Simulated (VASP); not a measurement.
Here is a VASP 6.6.1 calculation.

The input INCAR:

```
ALGO = Normal ; EDIFF = 1E-8
ENCUT = 520 ; GGA = PE
IBRION = 8 ; ISIF = 2
ISMEAR = -1 ; LASPH = T
LCHARG = F ; LREAL = F
LWAVE = F ; NELM = 100
NSW = 1 ; PREC = Accurate
SIGMA = 0.15
```

The input KPOINTS:

```
k-points
0
Gamma
  14 14 14
```

File POSCAR:

```
ZrB
1.0
    0.0000000000      2.4532548558      2.4532548558
    2.4532548558      0.0000000000      2.4532548558
    2.4532548558      2.4532548558      0.0000000000
Zr B
1 1
Direct
    0.0000000000      0.0000000000      0.0000000000
    0.5000000000      0.5000000000      0.5000000000
```

Potentials or basis: VASP PAW PBE potentials, release 64 (Zr_sv, B).

Run with:

```sh
$ cat potpaw_PBE.64/Zr_sv/POTCAR potpaw_PBE.64/B/POTCAR > POTCAR
$ mpirun -np 1 vasp_std > vasp.out
```

Question: Estimate the highest phonon frequency at Γ.

Answer: 428 cm⁻¹.

Phonon frequencies in cm⁻¹ (negative: imaginary):
| q point | frequencies |
| --- | --- |
| (0.000, 0.000, 0.000) | 0 0 0 428 428 428 |
